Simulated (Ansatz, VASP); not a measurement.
**InAs in VASP and in Ansatz**

```
CELL_PARAMETERS angstrom
0.00000 3.05459 3.05459
3.05459 0.00000 3.05459
3.05459 3.05459 0.00000
ATOMIC_POSITIONS crystal
In 0.00000 0.00000 0.00000
As 0.25000 0.25000 0.25000
```

Alike in both runs: task single point; functional r2SCAN; k mesh 8 × 8 × 8; occupations fermi-dirac, width 0.02 eV; no spin polarisation.

|  | VASP | Ansatz |
| --- | --- | --- |
| version | VASP 6.6.1 | Ansatz 0.2.0 |
| potentials or method | VASP PAW PBE potentials, release 64 (In_d, As) | plane waves, PAW |
| plane-wave cutoff (eV) | 520 | 500 |
| valence electrons in the cell | 18 | 28 |

```csv
,VASP,Ansatz,Ansatz less VASP
pressure (GPa),0.0,0.0,0.00
```

VASP's potentials were made for PBE, not for r2SCAN. VASP's potentials hold 18 valence electrons a cell and Ansatz's 28, so a difference there can come from the potentials and not from the codes.
